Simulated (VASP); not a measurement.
Input of a VASP 6.6.1 run:

POSCAR

```
Pt
1.0
   -1.5603896167      1.5603896167      1.5603896167
    1.5603896167     -1.5603896167      1.5603896167
    1.5603896167      1.5603896167     -1.5603896167
Pt
1
Direct
    0.0000000000      0.0000000000      0.0000000000
```

INCAR.step1

```
PREC = Accurate
ENCUT = 550
ISMEAR = 0
SIGMA = 0.1
LREAL = False
LASPH = True
NELM = 120
NBANDS = 11
GGA = PE
ALGO = Normal
EDIFF = 1E-5
LWAVE = True
LCHARG = False
GGA_COMPAT = False
```

INCAR.step2

```
PREC = Accurate
ENCUT = 550
EDIFF = 1E-6
ISMEAR = 0
SIGMA = 0.1
LREAL = False
LASPH = True
NELM = 120
ALGO = Normal
ISIF = 2
LWAVE = False
LCHARG = False
METAGGA = R2SCAN
LMIXTAU = True
NBANDS = 11
ISTART = 1
GGA_COMPAT = False
```

Contents of KPOINTS:

```
regular mesh
0
Gamma
  18 18 18
```

Potentials or basis: VASP PAW PBE potentials, release 64 (Pt).

The run is started by

```console
$ cat potpaw_PBE.64/Pt/POTCAR > POTCAR
$ cp INCAR.step1 INCAR
$ mpirun -np 1 vasp_std > vasp.out
$ cp INCAR.step2 INCAR
$ mpirun -np 1 vasp_std > vasp.out
```

(1) Estimate the band gap on the k mesh.

(2) What does it give for the pressure?

Answers

(1) zero (band 5 reaches 11.82 eV, above the bottom of band 6 at 9.34 eV).

(2) 5.5 GPa.

Caveat: the PAW data sets were made with another functional, which shifts forces and pressure a little; spin-orbit coupling is left out, which moves the levels of the heavy elements.
